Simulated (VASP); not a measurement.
Write the native input for VASP 6.6.1 that does the following.

- Task: single point
- Functional: revPBE
- Dispersion: D4
- Potentials or basis: VASP PAW PBE potentials, release 64 (Nb_sv)
- Cutoff: 520 eV
- k mesh: 11 × 11 × 11
- Occupations: fermi-dirac, width 0.05 eV
- Spin: no spin polarisation
- Dipole correction: no
- Further INCAR settings: ALGO = Fast; EDIFF = 1e-06; NBANDS = 12

The structure of Nb lies in POSCAR:

```
Nb
1.0
    0.0000000000      2.0978755938      2.0978755938
    2.0978755938      0.0000000000      2.0978755938
    2.0978755938      2.0978755938      0.0000000000
Nb
1
Direct
    0.0000000000      0.0000000000      0.0000000000
```

This isn't the form of Nb at room conditions, which is bcc.

One way to write it, as run:

INCAR

```
SYSTEM = Nb
  PREC = Accurate
  ENCUT = 520
  EDIFF = 1E-6
  ISMEAR = -1
  SIGMA = 0.05
  LREAL = .False.
  LASPH = .True.
  NELM = 80
  ALGO = Fast
  ISIF = 2
  LWAVE = .False.
  LCHARG = .False.
  GGA = RE
  IVDW = 13
  NBANDS = 12
```

KPOINTS

```
Automatic mesh
0
Gamma
  11 11 11
  0 0 0
```

Potentials or basis: VASP PAW PBE potentials, release 64 (Nb_sv).

Run with:

```sh
$ cat potpaw_PBE.64/Nb_sv/POTCAR > POTCAR
$ mpirun -np 1 vasp_std > vasp.out
```

It gave:

The pressure is -0.4 GPa. The band gap on the k mesh is zero (an odd number of electrons rules out a gap without spin polarisation) and the dispersion energy per atom is -0.484 eV.

Caveat: the PAW data sets were made with another functional, which shifts forces and pressure a little.

It took 13 s on 1 thread of Intel(R) Xeon(R) Platinum 8375C CPU @ 2.90GHz (Ice Lake) (shared host), peak memory 0.14 GiB.
